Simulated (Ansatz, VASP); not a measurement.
# Be in VASP and in Ansatz

```
CELL_PARAMETERS angstrom
2.24201 0.00000 0.00000
-1.12101 1.94164 0.00000
0.00000 0.00000 3.42085
ATOMIC_POSITIONS crystal
Be 0.33333 0.66667 0.25000
Be 0.66667 0.33333 0.75000
```

Change from the starting cell: strain -0.025 along x and y, -0.050 along z, atoms carried along.

Alike in both runs: task single point; functional PBEsol; k mesh 24 × 24 × 14; occupations gaussian, width 0.15 eV; no spin polarisation.

|  | VASP | Ansatz |
| --- | --- | --- |
| version | VASP 6.6.1 | Ansatz 0.2.0 |
| potentials or method | VASP PAW PBE potentials, release 64 (Be), cutoff 520 eV | scalar-relativistic, plane waves, PAW |
| valence electrons in the cell | 4 | 4 |

|  | VASP | Ansatz | Ansatz less VASP |
| --- | --- | --- | --- |
| gap on the k mesh at the Fermi level (eV) | none | none | - |
| pressure (GPa) | 7.9 | 7.5 | -0.43 |
| traceless stress, the component that is largest in VASP (GPa) | 8.72 | 8.64 | -0.071 |

VASP's potentials were made for PBE, not for PBEsol. A gap of «none» marks a metal or a gap that the smearing closes.
